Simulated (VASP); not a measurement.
Runs of VASP 6.6.1 on Sb. The structure is that of space group Fm-3m (No. 225), or close to it. The cells are those of the table. This isn't the form of Sb at room conditions, which is rhombohedral.

| task | level | cell | cutoff (eV) | gap on the mesh (eV) | pressure (GPa) |
| --- | --- | --- | --- | --- | --- |
| single point | PBE | a = 3.227, b = 3.227, c = 3.260 Å, angles 59.7, 59.7, 60.7°, 1 atom | 520 | none | 10.7 |
| electric field gradients | PBEsol | a = 3.260 Å, angles 60.0°, 1 atom | 400 | none | 5.2 |
| single point | PBEsol | a = 3.260 Å, angles 60.0°, 1 atom | 500 | none | 5.2 |
| electric field gradients | r2SCAN | a = 3.260 Å, angles 60.0°, 1 atom | 440 | none | 7.9 |
| single point | PBE | a = 3.309, b = 3.309, c = 3.260 Å, angles 60.5, 60.5, 59.0°, 1 atom | 520 | none | (a) |

Alike in all rows: potentials or basis VASP PAW PBE potentials, release 64 (Sb); no spin polarisation; k mesh 12 × 12 × 12; smearing fermi-dirac 0.05 eV.

**Question.** Fill in the values left out.

**Answer.** (a) 6.1.

Caveats: the cell stands under pressure; spin-orbit coupling is left out, which moves the levels of the heavy elements; the PAW data sets were made with another functional, which shifts forces and pressure a little (at least some runs).

A k mesh can miss the band edges, and the runs leave out spin-orbit coupling on Sb.

A gap of «none» marks levels without a gap at the run's occupations.
